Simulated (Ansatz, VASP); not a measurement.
**Na in VASP and in Ansatz**

```xyz
1
Lattice="-2.2266 2.2266 2.1410 2.2266 -2.2266 2.1410 2.2266 2.2266 -2.1410" Properties=species:S:1:pos:R:3 pbc="T T T"
Na    0.0000    0.0000    0.0000
```

Change from the starting cell: strain_xy = 0.04.

Alike in both runs: task single point; functional PBEsol; k mesh 9 × 9 × 9; occupations fermi-dirac, width 0.05 eV; no spin polarisation.

|  | VASP | Ansatz |
| --- | --- | --- |
| version | VASP 6.6.1 | Ansatz 0.2.0 |
| potentials or method | VASP PAW PBE potentials, release 64 (Na_pv), cutoff 500 eV | all-electron LAPW, scalar-relativistic |

```tsv
	VASP	Ansatz	Ansatz less VASP
gap on the k mesh at the Fermi level (eV)	none	none	-
pressure (GPa)	-1.0	-0.9	+0.02
```

VASP's potentials were made for PBE, not for PBEsol. A gap of «none» marks a metal or a gap that the smearing closes. Ansatz ran all-electron here, and VASP with PAW potentials.
